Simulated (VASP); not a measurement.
Crystal: Si.

```
Si
1.0
     0.00000    1.89065    1.89065
     1.89065    0.00000    1.89065
     1.89065    1.89065    0.00000
Si
1
Cartesian
  0.0000 0.0000 0.0000
```

| Item | Value |
| --- | --- |
| Program | VASP 6.6.1 |
| Task | relaxation of cell and atoms |
| Functional | PBEsol |
| Potentials or basis | VASP PAW PBE potentials, release 64 (Si) |
| Cutoff | 600 eV |
| k mesh | 24 × 24 × 24 |
| Occupations | gaussian, width 0.1 eV |
| Spin | no spin polarisation |

At the start: pressure 4.1 GPa; volume 13.52 Å³/atom.

Q: Where does the relaxation end?

A: Over 3 steps the energy falls by 7.1 meV/atom and the volume is 14.08 Å³/atom (+4.2 %); space group Fm-3m (No. 225, to 0.05 Å).

The path:
```csv
step,energy change (eV),largest force (eV/Å),pressure (GPa),volume (Å³)
1,0.0000,0.0000,4.13,13.52
2,-0.0068,0.0000,-0.81,14.21
3,-0.0071,0.0000,0.00,14.08
```

Final structure:
```yaml
crystal:
  lattice:
    - [0.00000, 1.91669, 1.91669]
    - [1.91669, 0.00000, 1.91669]
    - [1.91669, 1.91669, 0.00000]
  atoms:
    - { symbol: Si, position: [0.00000, 0.00000, 0.00000] }
```

Caveat: the PAW data sets were made with another functional, which shifts forces and pressure a little.
